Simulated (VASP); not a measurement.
# HfB2 (P6/mmm) in VASP: relaxation of cell and atoms with r2SCAN

Aim: the relaxation of cell and atoms of HfB2 with r2SCAN.

Program: VASP 6.6.1. These are calculated values, not measurements. Logs are shortened: lines on timing, memory, paths and dates and some standing lists are left out, and cuts for length are marked.

## (1) The cell of the first run

It takes space group P6/mmm (No. 191, hexagonal). Conventional cell: a = 3.136 Å, b = 3.136 Å, c = 3.481 Å, α = 90.00°, β = 90.00°, γ = 120.00°. Within 3.3 Å of Hf (site symmetry 6/mmm) lie 12 B at 2.51 Å and 6 Hf at 3.14 Å. B (site symmetry -6m2) has 3 B at 1.81 Å within 2.4 Å.

## (2) Relaxation of cell and atoms, r2SCAN

POSCAR

```
HfB2
1.0
    3.1359334808      0.0000000000      0.0000000000
   -1.5679667404      2.7157980589      0.0000000000
    0.0000000000      0.0000000000      3.4811284073
Hf B
1 2
Direct
    0.0000000000      0.0000000000      0.0000000000
    0.3333333333      0.6666666667      0.5000000000
    0.6666666667      0.3333333333      0.5000000000
```

INCAR.step1

```
ALGO     = Normal         # electronic algorithm
EDIFF    = 1E-4           # SCF threshold, eV
ENCUT    = 600            # plane-wave cutoff, eV
GGA      = PE             # functional
ISMEAR   = -1             # smearing method
LASPH    = T              # aspherical terms in the spheres
LCHARG   = F              # write CHGCAR
LREAL    = F              # projectors in reciprocal space
LWAVE    = T              # write WAVECAR
NELM     = 80             # most SCF steps
PREC     = Accurate       # precision mode
SIGMA    = 0.15           # smearing width, eV
```

INCAR.step2

```
ALGO     = Normal         # electronic algorithm
EDIFF    = 1E-7           # SCF threshold, eV
EDIFFG   = -0.001         # ionic threshold
ENCUT    = 600            # plane-wave cutoff, eV
IBRION   = 2              # ionic algorithm
ISIF     = 3              # what is computed and relaxed
ISMEAR   = -1             # smearing method
ISTART   = 1            
LASPH    = T              # aspherical terms in the spheres
LCHARG   = F              # write CHGCAR
LMIXTAU  = T            
LREAL    = F              # projectors in reciprocal space
LWAVE    = F              # write WAVECAR
METAGGA  = R2SCAN         # meta-GGA
NELM     = 80             # most SCF steps
NSW      = 80             # ionic steps
PREC     = Accurate       # precision mode
SIGMA    = 0.15           # smearing width, eV
```

KPOINTS

```
k-points
0
Gamma
  15 15 12
```

Potentials or basis: VASP PAW PBE potentials, release 64 (Hf_pv, B).

Launch:

```console
$ cat potpaw_PBE.64/Hf_pv/POTCAR potpaw_PBE.64/B/POTCAR > POTCAR
$ cp INCAR.step1 INCAR
$ mpirun -np 1 vasp_std > vasp.out
$ cp INCAR.step2 INCAR
$ mpirun -np 1 vasp_std > vasp.out
```

OUTCAR:

```text
EDIFF = 1E-7
   EDIFFG = -0.001
   ENCUT = 600
   IBRION = 2
   ISIF = 3
   ISMEAR = -1
   ISTART = 1
   LASPH = T
   LREAL = F
   METAGGA = R2SCAN
   NELM = 80
   NSW = 80
   PREC = Accurate

 ion  position               nearest neighbor table
   1  0.000  0.000  0.000-   2 2.51   3 2.51   2 2.51   3 2.51   2 2.51   2 2.51   3 2.51   3 2.51
                             3 2.51   3 2.51   2 2.51   2 2.51
   2  0.333  0.667  0.500-   3 1.81   3 1.81   3 1.81   1 2.51   1 2.51   1 2.51   1 2.51   1 2.51
                             1 2.51
   3  0.667  0.333  0.500-   2 1.81   2 1.81   2 1.81   1 2.51   1 2.51   1 2.51   1 2.51   1 2.51
                             1 2.51

  LATTYP: Found a hexagonal cell.
 ALAT       =     3.1359334808
 C/A-ratio  =     1.1100772477

  Lattice vectors:

 A1 = (   3.1359334808,   0.0000000000,   0.0000000000)
 A2 = (  -1.5679667404,   2.7157980589,   0.0000000000)
 A3 = (   0.0000000000,   0.0000000000,   3.4811284073)

Analysis of symmetry for initial positions (statically):
=====================================================================
 Subroutine PRICEL returns:
 Original cell was already a primitive cell.

 Routine SETGRP: Setting up the symmetry group for a
 hexagonal supercell.

 Subroutine GETGRP returns: Found 24 space group operations
 (whereof 24 operations were pure point group operations)
 out of a pool of 24 trial point group operations.

The static configuration has the point symmetry D_6h.

Analysis of symmetry for dynamics (positions and initial velocities):
=====================================================================
 Subroutine PRICEL returns:
 Original cell was already a primitive cell.

 Routine SETGRP: Setting up the symmetry group for a
 hexagonal supercell.

 Subroutine GETGRP returns: Found 24 space group operations
 (whereof 24 operations were pure point group operations)
 out of a pool of 24 trial point group operations.

The dynamic configuration has the point symmetry D_6h.

 Subroutine INISYM returns: Found 24 space group operations
 (whereof 24 operations are pure point group operations),
 and found     1 'primitive' translations

----------------------------------------------------------------------------------------

                                     Primitive cell

  volume of cell :      29.6472

  direct lattice vectors                    reciprocal lattice vectors
     3.135933481  0.000000000  0.000000000     0.318884315  0.184107945  0.000000000
    -1.567966740  2.715798059  0.000000000     0.000000000  0.368215890  0.000000000
     0.000000000  0.000000000  3.481128407     0.000000000  0.000000000  0.287263175

  length of vectors
     3.135933481  3.135933481  3.481128407     0.368215890  0.368215890  0.287263175

  position of ions in fractional coordinates (direct lattice)
     0.000000000  0.000000000  0.000000000
     0.333333333  0.666666667  0.500000000
     0.666666667  0.333333333  0.500000000

  ion indices of the primitive-cell ions
   primitive index   ion index
                 1           1
                 2           2
                 3           3

----------------------------------------------------------------------------------------

 KPOINTS: k-points

Automatic generation of k-mesh.
 Grid dimensions read from file:
 generate k-points for:   15   15   12

 Generating k-lattice:

  Cartesian coordinates                     Fractional coordinates (reciprocal lattice)
     0.021258954  0.012273863  0.000000000     0.066666667  0.000000000  0.000000000
     0.000000000  0.024547726  0.000000000     0.000000000  0.066666667  0.000000000
     0.000000000  0.000000000  0.023938598     0.000000000  0.000000000  0.083333333

  Length of vectors
     0.024547726  0.024547726  0.023938598

  Shift w.r.t. Gamma in fractional coordinates (k-lattice)
     0.000000000  0.000000000  0.000000000

 Subroutine IBZKPT returns following result:
 ===========================================

 Found    189 irreducible k-points:

 Following reciprocal coordinates:
            Coordinates               Weight
  0.000000  0.000000  0.000000      1.000000
  0.066667 -0.000000  0.000000      6.000000
  0.133333  0.000000  0.000000      6.000000
  0.200000  0.000000  0.000000      6.000000
  0.266667  0.000000  0.000000      6.000000
  0.333333  0.000000  0.000000      6.000000
[... 16 lines left out ...]
  0.333333  0.200000  0.000000     12.000000
  0.400000  0.200000  0.000000      6.000000
 [... further k-points ...]
   k-points           NKPTS =    189   k-points in BZ     NKDIM =    189   number of bands    NBANDS=     12
   number of dos      NEDOS =    301   number of ions     NIONS =      3
   total plane-waves  NPLWV =  21952
   dimension x,y,z NGX =    28 NGY =   28 NGZ =   28
   dimension x,y,z NGXF=    56 NGYF=   56 NGZF=   56
   ions per type =               1   2
   NGX,Y,Z   is equivalent  to a cutoff of  14.84, 14.84, 13.37 a.u.
   NGXF,Y,Z  is equivalent  to a cutoff of  29.69, 29.69, 26.74 a.u.
 SYSTEM =  unknown system
   PREC   = accura    normal or accurate (medium, high low for compatibility)
   ISTART =      1    job   : 0-new  1-cont  2-samecut
   ICHARG =      0    charge: 1-file 2-atom 10-const
   ISPIN  =      1    spin polarized calculation?
   LNONCOLLINEAR =      F non collinear calculations
   LSORBIT =      F    spin-orbit coupling
   LASPH  =      T    aspherical Exc in radial PAW
   ENCUT  =  600.0 eV  44.10 Ry    6.64 a.u.   6.26  6.26  6.95*2*pi/ulx,y,z
   NELM   =     80;   NELMIN=  2; NELMDL=  0     # of ELM steps
   EDIFF  = 0.1E-06   stopping-criterion for ELM
   LREAL  =      F    real-space projection
   EDIFFG = -.1E-02   stopping-criterion for IOM
   NSW    =     80    number of steps for IOM
   IBRION =      2    ionic relax: 0-MD 1-quasi-New 2-CG
   NFREE  =      1    steps in history (QN), initial steepest desc. (CG)
   ISIF   =      3    stress and relaxation
   ISYM   =      2    0-nonsym 1-usesym 2-fastsym
   POTIM  = 0.5000    time-step for ionic-motion
   TEBEG  =    0.0;   TEEND  =   0.0 temperature during run
   PSTRESS=    0.0 pullay stress
   NELECT =      16.0000    total number of electrons
   NUPDOWN=      -1.0000    fix difference up-down
   EMIN   =  10.00;   EMAX   =-10.00  energy-range for DOS
   EFERMI =   0.00;   METHOD = LEGACY
   ISMEAR =    -1;   SIGMA  =   0.15  broadening in eV -4-tet -1-fermi 0-gaus
   EFERMI_NEDOS =   21; number of points for ismear=-14 and -15
   IALGO  =     38    algorithm
   IMIX   =      4    mixing-type and parameters
     AMIX     =   0.40;   BMIX     =  1.00
     AMIX_MAG =   1.60;   BMIX_MAG =  1.00
  volume/ion in A,a.u.               =       9.88        66.69
  Fermi-wavevector in a.u.,A,eV,Ry     =   1.332867  2.518753 24.171206  1.776534
  Thomas-Fermi vector in A             =   2.461769
   LORBIT       =      0    0 simple, 1 ext, 2 COOP (PROOUT), +10 PAW based schemes
   METAGGA = R2SCAN    functional components
   LHFCALC =     F    Hartree Fock is set to
   AEXX    =    0.0000 exact exchange contribution
   IVDW    =     0    specifies the selected vdW correction
   LEPSILON=     F    determine dielectric tensor
   LRPA    =     F    only Hartree local field effects (RPA)
 conjugate gradient relaxation of ions
 non-spin polarized calculation
  energy-cutoff  :      600.00
  volume of cell :       29.65
 maximum number of plane-waves:      1010
 NGX is ok and might be reduce to    28
   NGX = 13   NGY = 13   NGZ = 13

--------------------------------------- Ionic step        1  -------------------------------------------

 number of electron      15.9999999 magnetization

 Free energy of the ion-electron system (eV)
  ---------------------------------------------------
  ext. energy  EPLUGINS =         0.00000000
  ---------------------------------------------------
  free energy    TOTEN  =       -63.10099269 eV

  energy without entropy =      -63.08223511  energy(sigma->0) =      -63.09161390

------------------------ aborting loop because EDIFF is reached ----------------------------------------

  FORCE on cell =-STRESS in cart. coord.  units (eV):
  Direction    XX          YY          ZZ          XY          YZ          ZX
  --------------------------------------------------------------------------------------
  -------------------------------------------------------------------------------------
  Total       -0.1086938     -0.1086938     -0.1285721      0.0000000     -0.0000000     -0.0000000
  in kB       -5.8739600     -5.8739600     -6.9482121      0.0000000     -0.0000000     -0.0000000
  external PRESSURE =      -6.2320440 kB  Pullay stress =       0.0000000 kB
[... 170 lines left out ...]
  energy  without entropy=      -63.0824112485  energy(sigma->0) =      -63.09176230

--------------------------------------- Ionic step        6  -------------------------------------------

 number of electron      15.9999999 magnetization

 Free energy of the ion-electron system (eV)
  ---------------------------------------------------
  ext. energy  EPLUGINS =         0.00000000
  ---------------------------------------------------
  free energy    TOTEN  =       -63.10111509 eV

  energy without entropy =      -63.08240548  energy(sigma->0) =      -63.09176028

 E-fermi :   7.7752     XC(G=0): -13.5730

 val. band max:        7.7223327860   @ k =   0.0667   0.0667   0.5000
 cond. band min:       7.8068807938   @ k =   0.0667   0.0667   0.4167
 fundamental gap:      0.0845480079
 Fermi energy:         7.7751547773

 k-point     1 :       0.0000    0.0000    0.0000
  band No.  band energies     occupation
      1     -24.1119      2.00000
      2     -23.5921      2.00000
      3     -23.5921      2.00000
      4      -6.9529      2.00000
      5       4.6287      2.00000
      6       4.6652      2.00000
      7       4.6989      2.00000
      8       4.6989      2.00000
      9      12.0094      0.00000
     10      12.0094      0.00000
     11      12.7096      0.00000
     12      12.7096      0.00000
[... 331 lines left out ...]
 k-point    24 :       0.4000    0.2000    0.0000
  band No.  band energies     occupation
      1     -24.2977      2.00000
      2     -23.9581      2.00000
      3     -23.9553      2.00000
      4      -1.9426      2.00000
      5      -1.7700      2.00000
      6       1.2605      2.00000
      7       3.9468      2.00000
      8       6.6088      1.99916
      9       7.5092      1.70964
     10      10.8373      0.00000
     11      12.6628      0.00000
     12      14.9914      0.00000

 [... further k-points ...]

------------------------ aborting loop because EDIFF is reached ----------------------------------------

  FORCE on cell =-STRESS in cart. coord.  units (eV):
  Direction    XX          YY          ZZ          XY          YZ          ZX
  --------------------------------------------------------------------------------------
  -------------------------------------------------------------------------------------
  Total        0.0003375      0.0003375     -0.0001261      0.0000000      0.0000000      0.0000000
  in kB        0.0182832      0.0182832     -0.0068330      0.0000000      0.0000000      0.0000000
  external PRESSURE =       0.0099111 kB  Pullay stress =       0.0000000 kB
[... 18 lines left out ...]
  FREE ENERGIE OF THE ION-ELECTRON SYSTEM (eV)
  ---------------------------------------------------
  free  energy   TOTEN  =       -63.1011150890 eV

  energy  without entropy=      -63.0824054804  energy(sigma->0) =      -63.09176028

 reached required accuracy - stopping structural energy minimisation
```

Wall time 27 min (1 thread of Oxide Virtual Turin-like, shared host); peak memory 0.22 GiB.

Results:

```yaml
Free_energy: -63.1011 eV
Relaxed_volume: 9.86 Å³/atom
Relaxed_cell: a = 3.134 Å, b = 3.134 Å, c = 3.477 Å, α = 90.00°, β = 90.00°, γ = 120.00°
Space_group_after_relaxing_to_0.1_Å: P6/mmm (No. 191)
Energy_gained_by_relaxing: 0.0 meV/atom
Ionic_steps: 6
Pressure_after_relaxing: 0.0 GPa
Band_gap_on_the_k_mesh: zero (bands 8 and 9 overlap by 1.09 eV)
```

Step by step:
```
step  energy change (eV)  largest force (eV/Å)  pressure (GPa)  volume (Å³)
   1              0.0000                0.0000           -0.62        29.65
   2              0.0001                0.0000            0.83        29.48
   3             -0.0001                0.0000           -0.05        29.58
   4             -0.0001                0.0000            0.00        29.58
   5             -0.0001                0.0000            0.01        29.58
   6             -0.0001                0.0000            0.00        29.58
```

Final structure:
```cif
data_structure
_symmetry_space_group_name_H-M 'P 1'
_symmetry_Int_Tables_number 1
_cell_length_a 3.1339
_cell_length_b 3.1339
_cell_length_c 3.4772
_cell_angle_alpha 90.000
_cell_angle_beta 90.000
_cell_angle_gamma 120.000
_cell_volume 29.58
loop_
_atom_site_label
_atom_site_type_symbol
_atom_site_fract_x
_atom_site_fract_y
_atom_site_fract_z
_atom_site_occupancy
Hf1 Hf 0.00000 0.00000 0.00000 1
B1 B 0.33333 0.66667 0.50000 1
B2 B 0.66667 0.33333 0.50000 1
```

Caveat: the PAW data sets were made with another functional, which shifts forces and pressure a little; spin-orbit coupling is left out, which moves the levels of the heavy elements.

The gap in the log of VASP goes by the Fermi energy; the results here count the filled bands.